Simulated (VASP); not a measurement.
The system is AlH4.

```
Al H
1.0
     3.20537    0.00000    0.00000
    -1.60268    2.77593    0.00000
     0.00000    0.00000    3.19425
Al H
1 4
Direct
  0.00000 0.00000 0.00000
  0.33333 0.66667 0.00000
  0.66667 0.33333 0.00000
  0.00000 0.00000 0.34905
  0.00000 0.00000 0.65095
```

| Quantity | Value |
| --- | --- |
| Program | VASP 6.6.1 |
| Task | relaxation of cell and atoms |
| Functional | PBE |
| Potentials or basis | VASP PAW PBE potentials, release 64 (Al, H) |
| Cutoff | 600 eV |
| k mesh | 6 × 6 × 6 |
| Occupations | gaussian, width 0.1 eV |
| Spin | no spin polarisation |

At the start: pressure 99.0 GPa; volume 5.68 Å³/atom.

Q: How do energy, volume and symmetry change on relaxing?

A: Over 11 steps the energy falls by 1627.6 meV/atom and the volume is 8.72 Å³/atom (+53.4 %); space group P6/mmm (No. 191, to 0.05 Å).

Step by step:
| step | energy change (eV) | largest force (eV/Å) | pressure (GPa) | volume (Å³) |
| --- | --- | --- | --- | --- |
| 1 | 0.0000 | 14.8598 | 99.05 | 28.42 |
| 2 | -7.5448 | 5.2627 | 7.00 | 43.53 |
| 3 | -7.8420 | 0.1495 | -5.93 | 48.03 |
| 4 | -7.9389 | 0.1315 | -4.55 | 47.05 |
| 5 | -8.0120 | 0.6302 | -0.60 | 45.28 |
| 6 | -8.0171 | 0.3282 | -1.53 | 45.64 |
| 7 | -8.0570 | 0.2622 | -1.75 | 45.28 |
| 8 | -8.1353 | 0.0776 | -0.92 | 44.15 |
| 9 | -8.1355 | 0.0074 | -0.50 | 43.95 |
| 10 | -8.1361 | 0.0351 | -0.71 | 44.04 |
| 11 | -8.1380 | 0.0051 | -0.18 | 43.60 |

Final structure:
```cif
data_structure
_symmetry_space_group_name_H-M 'P 1'
_symmetry_Int_Tables_number 1
_cell_length_a 3.3209
_cell_length_b 3.3209
_cell_length_c 4.5651
_cell_angle_alpha 90.000
_cell_angle_beta 90.000
_cell_angle_gamma 120.000
_cell_volume 43.60
loop_
_atom_site_label
_atom_site_type_symbol
_atom_site_fract_x
_atom_site_fract_y
_atom_site_fract_z
_atom_site_occupancy
Al1 Al 0.00000 0.00000 0.00000 1
H1 H 0.33333 0.66667 0.00000 1
H2 H 0.66667 0.33333 0.00000 1
H3 H 0.00000 0.00000 0.61746 1
H4 H 0.00000 0.00000 0.38254 1
```

Caveat: the k points lie up to 0.36 Å⁻¹ apart in the final cell; the volume moved by over 15 % at a fixed basis, so the end points are rough.
